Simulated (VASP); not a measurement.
Write the native input for VASP 6.6.1 that does the following.

| Item | Value |
| --- | --- |
| Task | single point |
| Functional | PBE |
| Potentials or basis | VASP PAW PBE potentials, release 64 (Ti_sv) |
| Cutoff | 520 eV |
| k mesh | 9 × 9 × 13 |
| Occupations | fermi-dirac, width 0.05 eV |
| Spin | collinear spin |
| Starting moments | [1.0, 1.0, 1.0] μB |
| Dipole correction | no |
| Further INCAR settings | ALGO = Normal; EDIFF = 1e-06; NBANDS = 29 |

The structure of Ti lies in POSCAR:

```
Ti
1.0
    4.7567033995      0.0000000000      0.0000000000
   -2.3783516998      4.1194259823      0.0000000000
    0.0000000000      0.0000000000      2.9394334503
Ti
3
Direct
    0.0000000000      0.0000000000      0.0000000000
    0.3333333333      0.6666666667      0.5000000000
    0.6666666667      0.3333333333      0.5000000000
```

This isn't the form of Ti at room conditions, which is hcp.

One way to write it, as run:

INCAR

```
PREC = Accurate
ENCUT = 520
EDIFF = 1E-6
ISMEAR = -1
SIGMA = 0.05
LREAL = F
LASPH = T
NELM = 150
ALGO = Normal
ISIF = 2
LWAVE = F
LCHARG = F
ISPIN = 2
MAGMOM = 1 1 1
LORBIT = 11
LMAXMIX = 4
GGA = PE
NBANDS = 29
```

KPOINTS

```
Automatic mesh
0
Gamma
  9 9 13
```

Potentials or basis: VASP PAW PBE potentials, release 64 (Ti_sv).

The run is started by

```sh
$ cat potpaw_PBE.64/Ti_sv/POTCAR > POTCAR
$ mpirun -np 1 vasp_std > vasp.out
```

It gave:

```json
{"Pressure": "-10.4 GPa", "Band gap on the k mesh": "zero (filled and empty bands overlap)", "Net moment": "0.00 μB per cell", "Valence electrons inside the program's atomic spheres": "Ti 10.07, 10.19 (each value once)"}
```

Caveat: the cell stands under tension.

It took 4.5 min on 1 thread of Intel(R) Xeon(R) Platinum 8259CL CPU @ 2.50GHz (Skylake/Cascade Lake), on a shared host, peak memory 0.32 GiB.
